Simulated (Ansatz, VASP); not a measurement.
**Y2CI2 in VASP and in Ansatz**

```
CELL_PARAMETERS angstrom
3.87819 0.00000 0.00000
-1.93910 3.35861 0.00000
0.00000 0.00000 11.06945
ATOMIC_POSITIONS crystal
Y 0.33333 0.66667 0.11828
Y 0.66667 0.33333 0.88172
C 0.00000 0.00000 0.00000
I 0.33333 0.66667 0.68699
I 0.66667 0.33333 0.31301
```

Alike in both runs: task single point; functional LDA; k mesh 6 × 6 × 2; no spin polarisation.

```csv
,VASP,Ansatz
version,VASP 6.6.1,Ansatz 0.2.0
potentials or method,"VASP PAW LDA potentials, release 64 (Y_sv, C, I), cutoff 520 eV","plane waves, PAW"
occupations,"gaussian, width 0.01 eV",fixed
valence electrons in the cell,40,60
```

Ansatz gave:

```
gap on the k mesh at the Fermi level (eV) : 0.45
```

Problem. Which values does VASP return?

Solution. gap on the k mesh at the Fermi level (eV): 0.43.

LDA's correlation is that of Perdew and Zunger in VASP and of Perdew and Wang (1992) in Ansatz. VASP's potentials hold 40 valence electrons a cell and Ansatz's 60, so a difference there can come from the potentials and not from the codes.

Spin-orbit coupling is off throughout.
